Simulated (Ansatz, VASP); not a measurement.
**SrCl2: VASP beside Ansatz**

```
Sr Cl
1.0
     0.00000    3.48550    3.62492
     3.48550    0.00000    3.62492
     3.48550    3.48550    0.00000
Sr Cl
1 2
Direct
  0.00000 0.00000 0.00000
  0.25000 0.25000 0.25000
  0.75000 0.75000 0.75000
```

Change from the starting cell: strain +0.000 along x and y, +0.040 along z, atoms carried along.

Alike in both runs: task single point; functional LDA; k mesh 6 × 6 × 6; occupations gaussian, width 0.05 eV; no spin polarisation.

|  | VASP | Ansatz |
| --- | --- | --- |
| version | VASP 6.6.1 | Ansatz 0.2.0 |
| potentials or method | VASP PAW LDA potentials, release 64 (Sr_sv, Cl), cutoff 520 eV | scalar-relativistic, plane waves, PAW |
| valence electrons in the cell | 24 | 24 |

Ansatz gave:

- gap on the k mesh at the Fermi level (eV): 4.62
- least direct gap on the mesh (eV): 4.94
- pressure (GPa): -3.9
- traceless stress, the component that is largest in VASP (GPa): -1.23

**Question.** Estimate VASP's values.

**Answer.** gap on the k mesh at the Fermi level (eV): 4.63; least direct gap on the mesh (eV): 4.95; pressure (GPa): -3.8; traceless stress, the component that is largest in VASP (GPa): -1.22.

LDA's correlation is that of Perdew and Zunger in VASP and of Perdew and Wang (1992) in Ansatz.
